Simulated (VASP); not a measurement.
Set up this calculation in VASP 6.6.1, as the native input.

| Property | Result |
| --- | --- |
| Task | single point |
| Functional | B3LYP |
| Potentials or basis | VASP PAW PBE potentials, release 64 (Au) |
| Cutoff | 520 eV |
| k mesh | 6 × 6 × 6 |
| Occupations | fermi-dirac, width 0.05 eV |
| Spin | no spin polarisation |
| Dipole correction | no |
| Grid for exact exchange (PRECFOCK) | Normal |
| Further INCAR settings | ALGO = Normal; EDIFF = 1e-06; NBANDS = 12 |

The system is Au.

```
Au
1.0
     0.00000    2.06178    2.06178
     2.06178    0.00000    2.06178
     2.06178    2.06178    0.00000
Au
1
Direct
  0.00000 0.00000 0.00000
```

The input as run:

POSCAR

```
Au
1.0
    0.0000000000      2.0617793868      2.0617793868
    2.0617793868      0.0000000000      2.0617793868
    2.0617793868      2.0617793868      0.0000000000
Au
1
Direct
    0.0000000000      0.0000000000      0.0000000000
```

INCAR.step1

```
SYSTEM = Au
PREC = Accurate
ENCUT = 520
EDIFF = 1E-5
ISMEAR = -1
SIGMA = 0.05
LREAL = .FALSE.
LASPH = .TRUE.
NELM = 60
ALGO = Normal
ISIF = 2
LWAVE = .TRUE.
LCHARG = .FALSE.
GGA = PE
NBANDS = 12
```

INCAR.step2

```
SYSTEM = Au
PREC = Accurate
ENCUT = 520
EDIFF = 1E-6
ISMEAR = -1
SIGMA = 0.05
LREAL = .FALSE.
LASPH = .TRUE.
NELM = 60
ALGO = Normal
ISIF = 2
LWAVE = .FALSE.
LCHARG = .FALSE.
GGA = B3
LHFCALC = .TRUE.
AEXX = 0.2
AGGAX = 0.72
AGGAC = 0.81
ALDAC = 0.19
PRECFOCK = Normal
ISTART = 1
NBANDS = 12
```

KPOINTS

```
regular mesh
0
G
  6 6 6
  0 0 0
```

Potentials or basis: VASP PAW PBE potentials, release 64 (Au).

Command:

```bash
$ cat potpaw_PBE.64/Au/POTCAR > POTCAR
$ cp INCAR.step1 INCAR
$ mpirun -np 1 vasp_std > vasp.out
$ cp INCAR.step2 INCAR
$ mpirun -np 1 vasp_std > vasp.out
```

It gave:

| Property | Result |
| --- | --- |
| Pressure | 11.9 GPa |

Caveat: the k points lie up to 0.44 Å⁻¹ apart; the PAW data sets were made with another functional, which shifts forces and pressure a little.

It took 11 min on 1 thread of Intel Xeon 6975P-C, on a shared host, peak memory 0.16 GiB.
